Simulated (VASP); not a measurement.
Input of a VASP 6.6.1 run:

File INCAR:

```
SYSTEM = C
  ALGO = Normal
  EDIFF = 1E-6
  ENCUT = 520
  GGA = PS
  ISIF = 2
  ISMEAR = 0
  LASPH = .TRUE.
  LCHARG = .FALSE.
  LREAL = .FALSE.
  LWAVE = .FALSE.
  NBANDS = 16
  NELM = 80
  PREC = Accurate
  SIGMA = 0.15
```

File KPOINTS:

```
k-points
0
G
  18 18 6
  0 0 0
```

The input POSCAR:

```
C
1.0
    2.6308443279      0.0000000000      0.0000000000
   -1.3154221640      2.1293252536      0.0000000000
    0.0000000000      0.0000000000      7.2458067263
C
4
Direct
   -0.0577479467      0.0000000000      0.0025000000
    0.0577479467      0.0000000000      0.5025000000
    0.2755800112      0.6666666667      0.0025000000
    0.7244199888      0.3333333333      0.5025000000
```

Potentials or basis: VASP PAW PBE potentials, release 64 (C).

The run is started by

```bash
$ cat potpaw_PBE.64/C/POTCAR > POTCAR
$ mpirun -np 1 vasp_std > vasp.out
```

Problem. Predict the pressure.

Solution. -21.2 GPa.

Problem. Predict the largest force.

Solution. 0.429 eV/Å.

Problem. What does it give for the band gap on the k mesh?

Solution. 0.45 eV, direct.

Forces in eV/Å, atoms in the order of the input:
```
C    0.001 -0.429  0.000
C   -0.001  0.429  0.000
C    0.009  0.428  0.000
C   -0.009 -0.428  0.000
```

Caveat: the cell differs from its parent crystal (mode 4 frozen in at -0.142 Å, normal strain along x +0.0700); the PAW data sets were made with another functional, which shifts forces and pressure a little; this functional lacks dispersion, which binds the layers, so the pressure and a relaxed spacing across them are unreliable. A k mesh can miss the band edges.
